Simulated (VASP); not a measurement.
Wanted: the native input for a VASP 6.6.1 run.

| Item | Value |
| --- | --- |
| Task | single point |
| Functional | PBE |
| Potentials or basis | VASP PAW PBE potentials, release 64 (Sn_d, O) |
| Cutoff | 520 eV |
| k mesh | 7 × 7 × 7 |
| Occupations | fermi-dirac, width 0.05 eV |
| Spin | non-collinear spin, zero start, spin-orbit coupling |
| Starting moments | [[0.0, 0.0, 0.0], [0.0, 0.0, 0.0], [0.0, 0.0, 0.0]] μB |
| Dipole correction | no |
| Further INCAR settings | ALGO = Normal; EDIFF = 1e-07; NBANDS = 39 |

The structure of SnO2 lies in POSCAR:

```
SnO2
1.0
    0.0000000000      2.5741500000      2.5741500000
    2.5741500000      0.0000000000      2.5741500000
    2.5741500000      2.5741500000      0.0000000000
Sn O
1 2
Direct
    0.0000000000      0.0000000000      0.0000000000
    0.7500000000      0.7500000000      0.7500000000
    0.2500000000      0.2500000000      0.2500000000
```

One way to write it, as run:

INCAR

```
PREC     = Accurate       # precision mode
ENCUT    = 520            # plane-wave cutoff, eV
EDIFF    = 1E-7           # SCF threshold, eV
ISMEAR   = -1             # smearing method
SIGMA    = 0.05           # smearing width, eV
LREAL    = False          # projectors in reciprocal space
LASPH    = True           # aspherical terms in the spheres
NELM     = 150            # most SCF steps
ALGO     = Normal         # electronic algorithm
ISIF     = 2              # what is computed and relaxed
LWAVE    = False          # write WAVECAR
LCHARG   = False          # write CHGCAR
MAGMOM   = 0 0 0 0 0 0 0 0 0 # initial moments
LORBIT   = 11             # projections on sites
LSORBIT  = True           # spin-orbit coupling
GGA_COMPAT= False        
LORBMOM  = True         
GGA      = PE             # functional
NBANDS   = 39             # bands
```

KPOINTS

```
regular mesh
0
Gamma
  7 7 7
```

Potentials or basis: VASP PAW PBE potentials, release 64 (Sn_d, O).

The run is started by

```console
$ cat potpaw_PBE.64/Sn_d/POTCAR potpaw_PBE.64/O/POTCAR > POTCAR
$ mpirun -np 1 vasp_ncl > vasp.out
```

Results of the run:

```
Pressure                                              : 0.2 GPa
Net moment                                            : 0.00 μB per cell
Valence electrons inside the program's atomic spheres : Sn 12.02; O 5.02
```

Run time: 110 s on 1 thread of Intel Xeon 8259CL, on a shared host, peak memory 0.26 GiB.
